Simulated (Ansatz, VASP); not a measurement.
Ba in VASP and in Ansatz

INCAR

```
SYSTEM = Ba
PREC = Accurate ; ENCUT = 520
EDIFF = 1E-6 ; ISMEAR = 1
SIGMA = 0.1 ; LREAL = .False.
LASPH = .True. ; NELM = 100
ALGO = Normal ; ISIF = 2
LWAVE = .False. ; LCHARG = .False.
GGA = PS ; NBANDS = 28
```

Contents of KPOINTS:

```
regular mesh
0
Gamma
  4 4 4
  0 0 0
```

POSCAR

```
Ba
1.0
   -4.1311947500      4.1311947500      3.8367706500
    4.1311947500     -4.1311947500      3.8367706500
    4.1311947500      4.1311947500     -3.8367706500
Ba
4
Direct
    0.8181421100      0.6818578900      0.5000000000
    0.1818578900      0.3181421100      0.5000000000
    0.3181421100      0.8181421100      0.1362842200
    0.6818578900      0.1818578900      0.8637157800
```

Input for Ansatz:

```yaml
crystal:
  lattice:
    - [-4.13119475, 4.13119475, 3.83677065]
    - [4.13119475, -4.13119475, 3.83677065]
    - [4.13119475, 4.13119475, -3.83677065]
  atoms:
    - { symbol: Ba, position: [0.81814211, 0.68185789, 0.5] }
    - { symbol: Ba, position: [0.18185789, 0.31814211, 0.5] }
    - { symbol: Ba, position: [0.31814211, 0.81814211, 0.13628422] }
    - { symbol: Ba, position: [0.68185789, 0.18185789, 0.86371578] }
kpoints:
  mp_grid:
    grid: [4, 4, 4]
    shift: [0.0, 0.0, 0.0]
hamiltonian:
  xc: pbesol
scf:
  occupations:
    method: cold
    width: 0.1
output:
  stress: true
```

Alike in both runs: task single point; functional PBEsol; k mesh 4 × 4 × 4; no spin polarisation.

```csv
,VASP,Ansatz
version,VASP 6.6.1,Ansatz 0.2.0
potentials or method,"VASP PAW PBE potentials, release 64 (Ba_sv)","plane waves, PAW"
plane-wave cutoff (eV),520,420
occupations,"methfessel-paxton of order 1, width 0.1 eV","cold, width 0.1 eV"
valence electrons in the cell,40,40
```

```csv
,VASP,Ansatz,Ansatz less VASP
pressure (GPa),-0.7,-0.7,-0.09
"traceless stress, the component that is largest in VASP (GPa)",-0.23,-0.20,+0.028
```

VASP's potentials were made for PBE, not for PBEsol.

Spin-orbit coupling is off throughout.
